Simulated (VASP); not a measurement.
# Ca4O3 (a cell with a defect): single point with PBEsol

System: Ca4O3 (a cell with a defect).

```
CELL_PARAMETERS angstrom
0.00000 4.76760 4.76760
4.76760 0.00000 4.76760
4.76760 4.76760 0.00000
ATOMIC_POSITIONS crystal
O 0.24832 0.71200 0.77699
O 0.74253 0.26600 0.76488
O 0.25024 0.24611 0.73867
O 0.72011 0.76947 0.28106
O 0.26553 0.27213 0.21930
O 0.77469 0.75689 0.72322
Ca 0.98223 0.99481 0.01123
Ca 0.51977 0.49765 0.49776
Ca 0.00097 0.02660 0.47730
Ca 0.48201 0.53255 0.98481
Ca 0.01874 0.49591 0.98904
Ca 0.47132 0.99766 0.51447
Ca 0.50834 0.02370 0.98388
Ca 0.99695 0.52597 0.48228
```

```yaml
Program: VASP 6.6.1
Task: single point
Functional: PBEsol
Potentials_or_basis: VASP PAW PBE potentials, release 64 (O, Ca_sv)
Cutoff: 520 eV
k_mesh: 3 × 3 × 3
Occupations: fermi-dirac, width 0.05 eV
Spin: no spin polarisation
Dipole_correction: no
Charge: 2
Further_INCAR_settings: ALGO = Normal; EDIFF = 1e-07; NBANDS = 71; NELECT = 114.0
```

The largest force is 2.171 eV/Å.

Forces in eV/Å, atoms in the order of the input:
```
O    0.530 -1.390  1.581
O   -0.907 -0.165  0.292
O    0.447  0.350  0.002
O   -1.384 -0.349  0.315
O    0.542  0.350 -1.010
O    0.880 -0.227  0.118
Ca  -0.767 -1.578  0.681
Ca   1.271  0.339 -0.633
Ca   0.957  1.737 -0.773
Ca  -1.356  0.833  0.344
Ca  -0.307 -1.177  0.028
Ca   0.259  0.129  0.068
Ca  -0.380  0.074  0.277
Ca   0.214  1.073 -1.291
```

Levels at points of the mesh, in eV from the Fermi level:
| k point | band 55 | band 56 | band 57 | band 58 | band 59 | band 60 |
| --- | --- | --- | --- | --- | --- | --- |
| (0.00, 0.00, 0.00) | -2.07 | -2.03 | -1.17 | 0.44 | 1.31 | 1.44 |

Wall time 4.9 min on 1 thread of AMD EPYC 7R13 Processor (Zen 3) (shared host), peak memory 0.39 GiB.

Caveat: the cell carries a net charge on a neutralising background, which shifts energy and pressure; the cell is charged against a uniform background, so pressure and absolute levels hang on convention; the PAW data sets were made with another functional, which shifts forces and pressure a little.
